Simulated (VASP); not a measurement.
A run of VASP 6.6.1 is set up as follows.

File INCAR:

```
SYSTEM = Ta2N
  PREC = Accurate
  ENCUT = 520
  EDIFF = 1E-6
  ISMEAR = 0
  SIGMA = 0.15
  LREAL = .False.
  LASPH = .True.
  NELM = 80
  ALGO = Normal
  ISIF = 2
  LWAVE = .False.
  LCHARG = .True.
  GGA = PE
  LELF = .True.
  LVHAR = .True.
  NBANDS = 50
```

KPOINTS

```
regular mesh
0
Gamma
  9 9 8
  0 0 0
```

The input POSCAR:

```
Ta2N
1.0
    5.3499814770      0.0000000000      0.0000000000
   -2.6749907385      4.6332198689      0.0000000000
    0.0000000000      0.0000000000      4.8893480719
Ta N
6 3
Direct
    0.6435499110      0.6435499110      0.7528547364
    0.0000000000      0.3564500890      0.7528547364
    0.3564500890      0.0000000000      0.7528547364
    0.3564500890      0.3564500890      0.2471452636
    0.0000000000      0.6435499110      0.2471452636
    0.6435499110      0.0000000000      0.2471452636
    0.6666666667      0.3333333333      0.5000000000
    0.3333333333      0.6666666667      0.5000000000
    0.0000000000      0.0000000000      0.0000000000
```

Potentials or basis: VASP PAW PBE potentials, release 64 (Ta_pv, N).

The run is started by

```sh
$ cat potpaw_PBE.64/Ta_pv/POTCAR potpaw_PBE.64/N/POTCAR > POTCAR
$ mpirun -np 1 vasp_std > vasp.out
```

(1) What does it give for the largest force?

(2) Estimate the pressure.

(3) Estimate the band gap on the k mesh.

Answers

(1) 2.987 eV/Å.

(2) 4.4 GPa.

(3) zero (an odd number of electrons rules out a gap without spin polarisation).

Caveat: the stress differs along the axes, from 2 to 9 GPa; spin-orbit coupling is left out, which moves the levels of the heavy elements; forces of over 1 eV/Å act on the atoms, so gaps and moduli don't describe the material at rest.
